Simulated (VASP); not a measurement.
# Hf3B6F in VASP: a series of runs, part 2 of 2

VASP 6.6.1. The steps go on from the part before.

## 3. Single point, PBEsol

Input file INCAR:

```
SYSTEM = Hf3B6F
PREC = Accurate
ENCUT = 520
EDIFF = 1E-6
ISMEAR = 0
SIGMA = 0.1
LREAL = .False.
LASPH = .True.
NELM = 80
ALGO = Normal
ISIF = 2
LWAVE = .False.
LCHARG = .False.
LDIPOL = .True.
IDIPOL = 3
DIPOL = 0.5 0.5 0.481
GGA = PS
NBANDS = 38
```

Input file KPOINTS:

```
regular mesh
0
Gamma
  9 8 1
  0 0 0
```

Input file POSCAR:

```
Hf3B6F
1.0
    3.1274219977      0.0000000000      0.0000000000
    0.0000000000      3.4471418842      0.0000000000
    0.0000000000      0.0000000000     26.2224717289
B Hf F
6 3 1
Direct
    0.0000000000      0.5000000000      0.3241494580
    0.0000000000      0.5000000000      0.3930071139
    0.5000000000      0.5000000000      0.4274359417
    0.4999705459      0.4992913860      0.4970630359
   -0.0001571894      0.5020711646      0.5325128480
   -0.0007669784      0.4599739127      0.5991472758
    0.5000000000      0.0000000000      0.3585782860
   -0.0000030579      0.0000971404      0.4625944436
    0.4996163725     -0.0138382892      0.5652784361
    0.0019614459      0.6330282799      0.6466757779
```

Potentials or basis: VASP PAW PBE potentials, release 64 (B, Hf_pv, F).

On the command line:

```sh
> cat potpaw_PBE.64/B/POTCAR potpaw_PBE.64/Hf_pv/POTCAR potpaw_PBE.64/F/POTCAR > POTCAR
> mpirun -np 1 vasp_std > vasp.out
```

OUTCAR:

```text
SYSTEM = Hf3B6F
   PREC = Accurate
   ENCUT = 520
   EDIFF = 1E-6
   ISMEAR = 0
   LREAL = .False.
   LASPH = .True.
   NELM = 80
   ISIF = 2
   GGA = PS

 ion  position               nearest neighbor table
   1  0.000  0.500  0.324-   2 1.81   7 2.50   7 2.50   7 2.50   7 2.50
   2  0.000  0.500  0.393-   3 1.81   3 1.81   1 1.81   7 2.50   7 2.50   7 2.50   7 2.50   8 2.51
                             8 2.51
   3  0.500  0.500  0.427-   2 1.81   2 1.81   4 1.83   7 2.50   7 2.50   8 2.50   8 2.50   8 2.50
                             8 2.50
   4  0.500  0.499  0.497-   5 1.82   5 1.82   3 1.83   9 2.45   8 2.49   8 2.49   8 2.50   8 2.50
                             9 2.52
   5  1.000  0.502  0.533-   6 1.75   4 1.82   4 1.82   9 2.44   9 2.44   8 2.51   9 2.52   9 2.52
                             8 2.52
   6  0.999  0.460  0.599-  10 1.38   5 1.75   9 2.43   9 2.43   9 2.55   9 2.55
   7  0.500  0.000  0.359-   3 2.50   3 2.50   2 2.50   2 2.50   2 2.50   2 2.50   1 2.50   1 2.50
                             1 2.50   1 2.50   8 3.14   8 3.14
   8  1.000  0.000  0.463-   4 2.49   4 2.49   4 2.50   4 2.50   3 2.50   3 2.50   3 2.50   3 2.50
                             2 2.51   2 2.51   5 2.51   5 2.52   9 3.11   9 3.11   7 3.14   7 3.14
   9  0.500  0.986  0.565-   6 2.43   6 2.43   5 2.44   5 2.44   4 2.45   4 2.52   5 2.52   5 2.52
[... 1205 lines left out ...]

  FORCE on cell =-STRESS in cart. coord.  units (eV):
  Direction    XX          YY          ZZ          XY          YZ          ZX
  --------------------------------------------------------------------------------------
  -------------------------------------------------------------------------------------
  Total       -2.8225997     -3.2341616     -1.0000326     -0.0214032      0.1765454      0.0071700
  in kB      -15.9970758    -18.3296015     -5.6676822     -0.1213025      1.0005707      0.0406357
  external PRESSURE =     -13.3314531 kB  Pullay stress =       0.0000000 kB

 VOLUME and BASIS-vectors are now :
 -----------------------------------------------------------------------------
  energy-cutoff  :      520.00
  volume of cell :      282.70
      direct lattice vectors                 reciprocal lattice vectors
     3.127421998  0.000000000  0.000000000     0.319752180  0.000000000  0.000000000
     0.000000000  3.447141884  0.000000000     0.000000000  0.290095399  0.000000000
     0.000000000  0.000000000 26.222471729     0.000000000  0.000000000  0.038135230

 POSITION                                       TOTAL-FORCE (eV/Angst)
 -----------------------------------------------------------------------------------
      0.00000      1.72357      8.50000        -0.000641     -0.031283      1.492818
      0.00000      1.72357     10.30562         0.000195     -0.014972     -0.142208
      1.56371      1.72357     11.20843        -0.000415     -0.016644      0.244286
      1.56362      1.72113     13.03422        -0.002332     -0.007219     -0.014141
      3.12693      1.73071     13.96380         0.002860     -0.001945      0.003494
      3.12502      1.58560     15.71112         0.001791     -0.098470     -0.238353
      1.56371      0.00000      9.40281         0.000647      0.060809     -1.585566
      3.12741      0.00033     12.13037        -0.001432     -0.002199      0.017902
      1.56251      3.39944     14.82300        -0.000299     -0.004477      0.028270
      0.00613      2.18214     16.95744        -0.000375      0.116399      0.193499
 -----------------------------------------------------------------------------------
    total drift:                                0.000075      0.000094     -0.000340

  FREE ENERGIE OF THE ION-ELECTRON SYSTEM (eV)
  ---------------------------------------------------
  free  energy   TOTEN  =       -82.8276710052 eV

  energy  without entropy=      -82.8180796144  energy(sigma->0) =      -82.82287531

 vacuum level on the upper side and lower side of the slab         4.345         4.015
```

OSZICAR:

```text
N       E                     dE             d eps       ncg     rms          rms(c)
DAV:   1     0.288642529990E+03    0.28864E+03   -0.27875E+04  3396   0.121E+03
DAV:   2    -0.660634074215E+02   -0.35471E+03   -0.34600E+03  3480   0.304E+02
DAV:   3    -0.897070650729E+02   -0.23644E+02   -0.23218E+02  3370   0.681E+01
[... 23 lines left out ...]
DAV:  27    -0.828276657052E+02   -0.66612E-05   -0.28590E-06  2494   0.751E-03    0.472E-03
DAV:  28    -0.828276677347E+02   -0.20295E-05   -0.28583E-07  2042   0.239E-03    0.210E-03
DAV:  29    -0.828276692071E+02   -0.14724E-05   -0.26285E-07  1868   0.239E-03    0.129E-03
DAV:  30    -0.828276708420E+02   -0.16349E-05   -0.13076E-07  2114   0.172E-03    0.187E-03
DAV:  31    -0.828276710052E+02   -0.16321E-06   -0.79770E-08  1892   0.117E-03
   1 F= -.82827671E+02 E0= -.82822875E+02  d E =-.959139E-02
```

Wall time 9.4 min (1 thread of AMD EPYC 9R45 (Zen 5), shared host); peak memory 0.53 GiB.

Results:

```yaml
Free_energy: -82.8277 eV
Largest_force: 1.587 eV/Å
Band_gap_on_the_k_mesh: zero (an odd number of electrons rules out a gap without spin polarisation)
```

Forces in eV/Å, atoms in the order of the input:
```
B   -0.001 -0.031  1.493
B    0.000 -0.015 -0.142
B    0.000 -0.017  0.244
B   -0.002 -0.007 -0.014
B    0.003 -0.002  0.003
B    0.002 -0.098 -0.238
Hf   0.001  0.061 -1.586
Hf  -0.001 -0.002  0.018
Hf   0.000 -0.004  0.028
F    0.000  0.116  0.193
```

Levels at points of the mesh, in eV from the Fermi level:
```
           k point  band 25  band 26  band 27  band 28  band 29  band 30  band 31  band 32
(0.00, 0.00, 0.00)    -1.89    -1.43    -0.50     0.57     1.85     2.05     2.28     3.39
(0.00, 0.50, 0.00)    -1.32    -0.35    -0.06     0.85     1.32     1.93     1.99     2.30
```

Caveat: the PAW data sets were made with another functional, which shifts forces and pressure a little; spin-orbit coupling is left out, which moves the levels of the heavy elements; an odd number of electrons without spin polarisation forces a metal; a magnetic or distorted state may lie lower.
